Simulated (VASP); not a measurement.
# F (C2/c) in VASP: further runs

F is run at these levels: PBE+D3(BJ); tasks: single point, relaxation of cell and atoms.

Program: VASP 6.6.1. These are calculated values, not measurements. Logs are shortened: lines on timing, memory, paths and dates and some standing lists are left out, and cuts for length are marked.

## (1) The cell of the first run

Symmetry: C2/c, No. 15, monoclinic system. The conventional cell has a = 5.761 Å, b = 3.526 Å, c = 6.890 Å, α = 90.00°, β = 98.20°, γ = 90.00°. F (site symmetry 1) has 1 F at 1.42 Å within 1.9 Å.

## (2) Single point, PBE+D3(BJ)

INCAR reads:

```
PREC = Accurate
ENCUT = 520
EDIFF = 1E-6
ISMEAR = 0
SIGMA = 0.02
LREAL = False
LASPH = True
NELM = 100
ALGO = Normal
ISIF = 2
LWAVE = False
LCHARG = False
GGA = PE
IVDW = 12
NBANDS = 22
```

KPOINTS reads:

```
Automatic mesh
0
Gamma
  8 8 4
```

POSCAR reads:

```
F
1.0
    2.8780173985     -1.7632003928      0.1247926411
    2.8780173985      1.7632003928      0.1247926411
   -1.2778440515      0.0000000000      6.7709365989
F
4
Direct
    0.9239518860      0.5906139825      0.0942755397
    0.4093860175      0.0760481140      0.4057244603
    0.0760481140      0.4093860175      0.9057244603
    0.5906139825      0.9239518860      0.5942755397
```

Potentials or basis: VASP PAW PBE potentials, release 64 (F).

Launch:

```
cat potpaw_PBE.64/F/POTCAR > POTCAR
mpirun -np 1 vasp_std > vasp.out
```

OUTCAR:

```text
PREC = Accurate
   ENCUT = 520
   EDIFF = 1E-6
   ISMEAR = 0
   LREAL = False
   LASPH = True
   NELM = 100
   ISIF = 2
   GGA = PE
   IVDW = 12
 IVDW          = 12

 ion  position               nearest neighbor table
   1  0.924  0.591  0.094-   3 1.42
   2  0.409  0.076  0.406-   4 1.42
   3  0.076  0.409  0.906-   1 1.42
   4  0.591  0.924  0.594-   2 1.42

  LATTYP: Found a base centered monoclinic cell.
 ALAT       =     5.7614433432
 B/A-ratio  =     0.6120689861
 C/A-ratio  =     1.1959610955
 COS(beta)  =    -0.1427085748

  Lattice vectors:

 A1 = (   2.8780173985,  -1.7632003928,   0.1247926411)
 A2 = (   2.8780173985,   1.7632003928,   0.1247926411)
 A3 = (  -1.2778440515,   0.0000000000,   6.7709365989)

Analysis of symmetry for initial positions (statically):
=====================================================================
 Subroutine PRICEL returns:
 Original cell was already a primitive cell.

 Routine SETGRP: Setting up the symmetry group for a
 base centered monoclinic supercell.

 Subroutine GETGRP returns: Found  4 space group operations
 (whereof  2 operations were pure point group operations)
 out of a pool of  4 trial point group operations.

The static configuration has the point symmetry S_2 .
 The point group associated with its full space group is C_2h.

Analysis of symmetry for dynamics (positions and initial velocities):
=====================================================================
 Subroutine PRICEL returns:
 Original cell was already a primitive cell.

 Routine SETGRP: Setting up the symmetry group for a
 base centered monoclinic supercell.

 Subroutine GETGRP returns: Found  4 space group operations
 (whereof  2 operations were pure point group operations)
 out of a pool of  4 trial point group operations.

The dynamic configuration has the point symmetry S_2 .
 The point group associated with its full space group is C_2h.

 Subroutine INISYM returns: Found  4 space group operations
 (whereof  2 operations are pure point group operations),
 and found     1 'primitive' translations

----------------------------------------------------------------------------------------

                                     Primitive cell

  volume of cell :      69.2809

  direct lattice vectors                    reciprocal lattice vectors
     2.878017398 -1.763200393  0.124792641     0.172320569 -0.283575254  0.032521175
     2.878017398  1.763200393  0.124792641     0.172320569  0.283575254  0.032521175
    -1.277844052  0.000000000  6.770936599    -0.006351954  0.000000000  0.146491284

  length of vectors
     3.377489152  3.377489152  6.890462092     0.333417052  0.333417052  0.146628931

  position of ions in fractional coordinates (direct lattice)
     0.923951886  0.590613983  0.094275540
     0.409386017  0.076048114  0.405724460
     0.076048114  0.409386017  0.905724460
     0.590613983  0.923951886  0.594275540

  ion indices of the primitive-cell ions
   primitive index   ion index
                 1           1
                 2           2
                 3           3
                 4           4

----------------------------------------------------------------------------------------

 KPOINTS: Automatic mesh

Automatic generation of k-mesh.
 Grid dimensions read from file:
 generate k-points for:    8    8    4

 Generating k-lattice:

  Cartesian coordinates                     Fractional coordinates (reciprocal lattice)
     0.021540071 -0.035446907  0.004065147     0.125000000  0.000000000 -0.000000000
     0.021540071  0.035446907  0.004065147     0.000000000  0.125000000 -0.000000000
    -0.001587989  0.000000000  0.036622821    -0.000000000 -0.000000000  0.250000000

  Length of vectors
     0.041677131  0.041677131  0.036657233

  Shift w.r.t. Gamma in fractional coordinates (k-lattice)
     0.000000000  0.000000000  0.000000000

 Subroutine IBZKPT returns following result:
 ===========================================

 Found     78 irreducible k-points:

 Following reciprocal coordinates:
            Coordinates               Weight
  0.000000  0.000000  0.000000      1.000000
  0.125000  0.000000  0.000000      4.000000
  0.250000  0.000000  0.000000      4.000000
  0.375000  0.000000  0.000000      4.000000
  0.500000  0.000000  0.000000      2.000000
  0.125000  0.125000  0.000000      2.000000
[... 16 lines left out ...]
  0.125000  0.000000  0.250000      4.000000
  0.250000  0.000000  0.250000      4.000000
 [... further k-points ...]
   k-points           NKPTS =     78   k-points in BZ     NKDIM =     78   number of bands    NBANDS=     22
   number of dos      NEDOS =    301   number of ions     NIONS =      4
   total plane-waves  NPLWV =  42336
   dimension x,y,z NGX =    28 NGY =   28 NGZ =   54
   dimension x,y,z NGXF=    56 NGYF=   56 NGZF=  108
   ions per type =               4
   NGX,Y,Z   is equivalent  to a cutoff of  13.78, 13.78, 13.03 a.u.
   NGXF,Y,Z  is equivalent  to a cutoff of  27.56, 27.56, 26.06 a.u.
 SYSTEM =  unknown system
   PREC   = accura    normal or accurate (medium, high low for compatibility)
   ISTART =      0    job   : 0-new  1-cont  2-samecut
   ICHARG =      2    charge: 1-file 2-atom 10-const
   ISPIN  =      1    spin polarized calculation?
   LNONCOLLINEAR =      F non collinear calculations
   LSORBIT =      F    spin-orbit coupling
   LASPH  =      T    aspherical Exc in radial PAW
   ENCUT  =  520.0 eV  38.22 Ry    6.18 a.u.   6.28  6.28 12.81*2*pi/ulx,y,z
   NELM   =    100;   NELMIN=  2; NELMDL= -5     # of ELM steps
   EDIFF  = 0.1E-05   stopping-criterion for ELM
   LREAL  =      F    real-space projection
   EDIFFG = 0.1E-04   stopping-criterion for IOM
   NSW    =      0    number of steps for IOM
   IBRION =     -1    ionic relax: 0-MD 1-quasi-New 2-CG
   NFREE  =      0    steps in history (QN), initial steepest desc. (CG)
   ISIF   =      2    stress and relaxation
   ISYM   =      2    0-nonsym 1-usesym 2-fastsym
   POTIM  = 0.5000    time-step for ionic-motion
   TEBEG  =    0.0;   TEEND  =   0.0 temperature during run
   PSTRESS=    0.0 pullay stress
   NELECT =      28.0000    total number of electrons
   NUPDOWN=      -1.0000    fix difference up-down
   EMIN   =  10.00;   EMAX   =-10.00  energy-range for DOS
   EFERMI =   0.00;   METHOD = LEGACY
   ISMEAR =     0;   SIGMA  =   0.02  broadening in eV -4-tet -1-fermi 0-gaus
   EFERMI_NEDOS =   21; number of points for ismear=-14 and -15
   IALGO  =     38    algorithm
   IMIX   =      4    mixing-type and parameters
     AMIX     =   0.40;   BMIX     =  1.00
     AMIX_MAG =   1.60;   BMIX_MAG =  1.00
  volume/ion in A,a.u.               =      17.32       116.88
  Fermi-wavevector in a.u.,A,eV,Ry     =   1.210384  2.287294 19.932926  1.465029
  Thomas-Fermi vector in A             =   2.345932
   LORBIT       =      0    0 simple, 1 ext, 2 COOP (PROOUT), +10 PAW based schemes
   GGA     = PE    functional components
   LHFCALC =     F    Hartree Fock is set to
   AEXX    =    0.0000 exact exchange contribution
   IVDW    =    12    specifies the selected vdW correction
   LEPSILON=     F    determine dielectric tensor
   LRPA    =     F    only Hartree local field effects (RPA)
 non-spin polarized calculation
 Gauss-broadening in eV      SIGMA  =   0.02
  energy-cutoff  :      520.00
  volume of cell :       69.28
 maximum number of plane-waves:      1887
 NGX is ok and might be reduce to    28
   NGX = 13   NGY = 13   NGZ = 25

 number of electron      28.0000016 magnetization

 Free energy of the ion-electron system (eV)
  ---------------------------------------------------
  ext. energy  EPLUGINS =         0.00000000
  ---------------------------------------------------
  free energy    TOTEN  =        -7.31399583 eV

  energy without entropy =       -7.31399583  energy(sigma->0) =       -7.31399583

 E-fermi :  -5.4215     XC(G=0):  -7.2799

 val. band max:       -5.5809887443   @ k =   0.5000   0.0000   0.5000
 cond. band min:      -2.6451561222   @ k =   0.0000   0.0000   0.0000
 fundamental gap:      2.9358326220
 Fermi energy:        -5.4215408508

 k-point     1 :       0.0000    0.0000    0.0000
  band No.  band energies     occupation
      1     -30.3595      2.00000
      2     -30.2609      2.00000
      3     -24.1782      2.00000
      4     -23.8947      2.00000
      5     -12.0017      2.00000
      6     -11.3625      2.00000
[... 14 lines left out ...]
     21      14.4194      0.00000
     22      14.9634      0.00000

 k-point     2 :       0.1250    0.0000    0.0000
  band No.  band energies     occupation
      1     -30.3474      2.00000
      2     -30.2563      2.00000
      3     -24.1658      2.00000
      4     -23.9043      2.00000
      5     -11.9825      2.00000
      6     -11.3866      2.00000
[... 14 lines left out ...]
     21      13.4063      0.00000
     22      14.6242      0.00000

 k-point     3 :       0.2500    0.0000    0.0000
  band No.  band energies     occupation
      1     -30.3168      2.00000
      2     -30.2469      2.00000
      3     -24.1318      2.00000
      4     -23.9321      2.00000
      5     -11.9245      2.00000
      6     -11.4577      2.00000
[... 14 lines left out ...]
     21      12.6259      0.00000
     22      13.4456      0.00000
[... 476 lines left out ...]
 k-point    23 :       0.1250    0.0000    0.2500
  band No.  band energies     occupation
      1     -30.3331      2.00000
      2     -30.2711      2.00000
      3     -24.1244      2.00000
      4     -23.9461      2.00000
      5     -11.8937      2.00000
      6     -11.4866      2.00000
[... 14 lines left out ...]
     21      13.4123      0.00000
     22      14.5650      0.00000

 k-point    24 :       0.2500    0.0000    0.2500
  band No.  band energies     occupation
      1     -30.3045      2.00000
      2     -30.2596      2.00000
      3     -24.0969      2.00000
      4     -23.9676      2.00000
      5     -11.8440      2.00000
      6     -11.5373      2.00000
[... 14 lines left out ...]
     21      11.8686      0.00000
     22      12.5748      0.00000

 [... further k-points ...]

------------------------ aborting loop because EDIFF is reached ----------------------------------------

 Edisp (eV)   -0.10627

 E8    (eV) :    -0.0230

  FORCE on cell =-STRESS in cart. coord.  units (eV):
  Direction    XX          YY          ZZ          XY          YZ          ZX
  --------------------------------------------------------------------------------------
  -------------------------------------------------------------------------------------
  Total      -0.20715    -0.02684     0.64406     0.00000     0.00000    -0.08930
  in kB      -4.79057    -0.62071    14.89433     0.00000     0.00000    -2.06519
  external pressure =        3.16 kB  Pullay stress =        0.00 kB

 VOLUME and BASIS-vectors are now :
 -----------------------------------------------------------------------------
  energy-cutoff  :      520.00
  volume of cell :       69.28
      direct lattice vectors                 reciprocal lattice vectors
     2.878017398 -1.763200393  0.124792641     0.172320569 -0.283575254  0.032521175
     2.878017398  1.763200393  0.124792641     0.172320569  0.283575254  0.032521175
    -1.277844052  0.000000000  6.770936599    -0.006351954  0.000000000  0.146491284

 POSITION                                       TOTAL-FORCE (eV/Angst)
 -----------------------------------------------------------------------------------
      4.23848     -0.58774      0.82734        -0.041890      0.150487      0.332710
      0.87864     -0.58774      2.80771         0.041890      0.150487     -0.332710
      0.23971      0.58774      6.19318         0.041890     -0.150487     -0.332710
      3.59956      0.58774      4.21281        -0.041890     -0.150487      0.332710
 -----------------------------------------------------------------------------------
    total drift:                               -0.000000     -0.000000      0.000000

  FREE ENERGIE OF THE ION-ELECTRON SYSTEM (eV)
  ---------------------------------------------------
  free  energy   TOTEN  =        -7.4202671454 eV

  energy  without entropy=       -7.4202671454  energy(sigma->0) =       -7.42026715
```

Wall time 37 s (1 thread of Intel Xeon 6975P-C (Granite Rapids), shared host); peak memory 0.24 GiB.

What came out:

| Property | Result |
| --- | --- |
| Free energy | -7.4203 eV |
| Pressure | 0.3 GPa |
| Largest force | 0.368 eV/Å |
| Band gap on the k mesh | 2.94 eV (least direct gap 2.95 eV) |
| Dispersion energy per atom | -0.027 eV |

Forces on the atoms (eV/Å):
```
F   -0.042  0.150  0.333
F    0.042  0.150 -0.333
F    0.042 -0.150 -0.333
F   -0.042 -0.150  0.333
```

A k mesh can miss the band edges.

## (3) Relaxation of cell and atoms, PBE+D3(BJ)

This run uses another cell than the first one, of 16.41 Å³/atom.

INCAR reads:

```
  ALGO = Fast
  EDIFF = 1E-7
  EDIFFG = -0.005
  ENCUT = 600
  GGA = PE
  IBRION = 2
  ISIF = 3
  ISMEAR = 0
  IVDW = 12
  LASPH = T
  LCHARG = F
  LREAL = F
  LWAVE = F
  NELM = 100
  NSW = 100
  PREC = Accurate
  SIGMA = 0.02
```

KPOINTS reads:

```
k-points
0
Gamma
  8 8 4
```

POSCAR reads:

```
F
1.0
    2.7536348604     -1.6412147341     -0.0040556897
    2.7536348604      1.6412147341     -0.0040556897
   -1.5472437683      0.0000000000      7.2665962729
F
4
Direct
    0.9589196085      0.5709414390      0.0937117894
    0.4290585610      0.0410803915      0.4062882106
    0.0410803915      0.4290585610      0.9062882106
    0.5709414390      0.9589196085      0.5937117894
```

Potentials or basis: VASP PAW PBE potentials, release 64 (F).

Launch:

```
cat potpaw_PBE.64/F/POTCAR > POTCAR
mpirun -np 1 vasp_std > vasp.out
```

It took 36 min on 1 thread of Intel Xeon 6975P-C (Granite Rapids), shared host; peak memory 0.31 GiB.

The run converged. Its results:

```yaml
Free_energy: -7.4352 eV
Relaxed_volume: 15.74 Å³/atom
Relaxed_cell: a = 3.225 Å, b = 3.225 Å, c = 6.679 Å, α = 92.87°, β = 92.87°, γ = 65.22°
Space_group_after_relaxing_to_0.1_Å: C2/c (No. 15)
Energy_gained_by_relaxing: 5.4 meV/atom
Ionic_steps: 92
Pressure_after_relaxing: 0.0 GPa
Band_gap_on_the_k_mesh: 2.77 eV
Dispersion_energy_per_atom: -0.030 eV
```

Forces on the atoms (eV/Å):
```
F   -0.001  0.002  0.002
F    0.001  0.002 -0.002
F    0.001 -0.002 -0.002
F   -0.001 -0.002  0.002
```

The path:
```tsv
step	energy change (eV)	largest force (eV/Å)	pressure (GPa)	volume (Å³)
1	0.0000	0.3569	0.57	65.66
4	-0.0031	0.0272	-0.20	65.77
7	-0.0089	0.0418	-0.09	64.27
10	-0.0127	0.0170	-0.02	62.40
13	-0.0130	0.0445	-0.05	62.15
16	-0.0131	0.0499	-0.04	61.98
19	-0.0132	0.0183	0.12	61.88
22	-0.0134	0.0184	0.10	61.91
25	-0.0142	0.0544	0.00	62.11
28	-0.0144	0.0659	-0.04	62.18
31	-0.0146	0.0254	0.18	62.24
34	-0.0151	0.0318	0.08	62.53
37	-0.0153	0.0532	0.00	62.82
40	-0.0156	0.0277	0.13	63.20
43	-0.0159	0.0333	0.01	63.51
46	-0.0164	0.0690	-0.18	64.33
49	-0.0170	0.0214	-0.07	64.41
52	-0.0175	0.0873	-0.32	64.72
55	-0.0182	0.0189	-0.11	64.38
58	-0.0187	0.0957	0.17	63.80
61	-0.0190	0.0816	0.17	63.66
64	-0.0201	0.0403	-0.05	62.48
67	-0.0202	0.0252	0.01	62.27
70	-0.0203	0.0088	0.07	62.13
73	-0.0209	0.0182	0.01	62.27
76	-0.0212	0.0040	0.04	62.42
79	-0.0213	0.0041	0.02	62.49
82	-0.0213	0.0222	0.04	62.75
85	-0.0214	0.0212	0.05	62.82
88	-0.0214	0.0283	0.06	62.88
91	-0.0214	0.0090	-0.05	63.01
92	-0.0214	0.0030	-0.01	62.97
```

Final structure:
```yaml
crystal:
  lattice:
    - [2.70648, -1.73820, 0.23511]
    - [2.70648, 1.73820, 0.23511]
    - [-0.97184, 0.00000, 6.60778]
  atoms:
    - { symbol: F, position: [0.91482, 0.59246, 0.09652] }
    - { symbol: F, position: [0.40754, 0.08518, 0.40348] }
    - { symbol: F, position: [0.08518, 0.40754, 0.90348] }
    - { symbol: F, position: [0.59246, 0.91482, 0.59652] }
```

Levels at points of the mesh, in eV from the valence-band top:
```
           k point  band 10  band 11  band 12  band 13  band 14  band 15  band 16  band 17  band 18
(0.00, 0.00, 0.00)    -3.00    -0.39    -0.08    -0.04     0.00     2.77     3.61     9.34    11.95
(0.50, 0.00, 0.00)    -3.19    -0.36    -0.33    -0.10    -0.08     3.29     3.29    13.66    13.70
(0.50, 0.50, 0.00)    -3.25    -0.63    -0.49    -0.12    -0.05     3.00     3.54    13.84    14.73
(0.00, 0.00, 0.50)    -3.02    -0.25    -0.25    -0.02    -0.02     3.17     3.17    10.26    10.26
(0.50, 0.00, 0.50)    -3.18    -0.30    -0.29    -0.08    -0.02     3.24     3.27    14.12    14.19
(0.50, 0.50, 0.50)    -3.32    -0.35    -0.35    -0.30    -0.30     3.27     3.27    14.32    14.32
```
